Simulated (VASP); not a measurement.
HfO2: single point with PBE-based screened hybrid

The system is HfO2.

```
Hf O
1.0
     0.00000    2.52918    2.52918
     2.52918    0.00000    2.52918
     2.52918    2.52918    0.00000
Hf O
1 2
Direct
  0.00000 0.00000 0.00000
  0.25000 0.25000 0.25000
  0.75000 0.75000 0.75000
```

```
Program                            : VASP 6.6.1
Task                               : single point
Functional                         : PBE-based screened hybrid
Potentials or basis                : VASP PAW PBE potentials, release 64 (Hf_pv, O)
Cutoff                             : 520 eV
k mesh                             : 4 × 4 × 4
Occupations                        : gaussian, width 0.01 eV
Spin                               : no spin polarisation
Dipole correction                  : no
Grid for exact exchange (PRECFOCK) : Normal
Share of exact exchange            : 0.35
Further INCAR settings             : ALGO = Normal; EDIFF = 1e-06; NBANDS = 18
Screening parameter                : 0.2078 1/Å
```

* Pressure: -8.1 GPa
* Band gap on the k mesh: 6.01 eV, direct

Levels at points of the mesh, in eV from the valence-band top:
```csv
k point,band 8,band 9,band 10,band 11,band 12,band 13,band 14,band 15
"(0.00, 0.00, 0.00)",-5.99,-0.70,-0.70,-0.70,6.16,6.16,8.13,13.27
"(0.50, 0.00, 0.00)",-3.40,-3.05,-2.10,-2.10,6.96,6.96,9.45,11.39
"(0.50, 0.50, 0.00)",-3.94,-1.70,-1.70,0.00,6.01,8.04,9.06,10.68
```

It took 4.2 min on 1 thread of Intel(R) Xeon(R) Platinum 8488C (Sapphire Rapids), with other jobs on the host, peak memory 0.26 GiB.

Caveat: the k points lie up to 0.54 Å⁻¹ apart; the PAW data sets were made with another functional, which shifts forces and pressure a little; spin-orbit coupling is left out, which moves the levels of the heavy elements. A k mesh can miss the band edges.
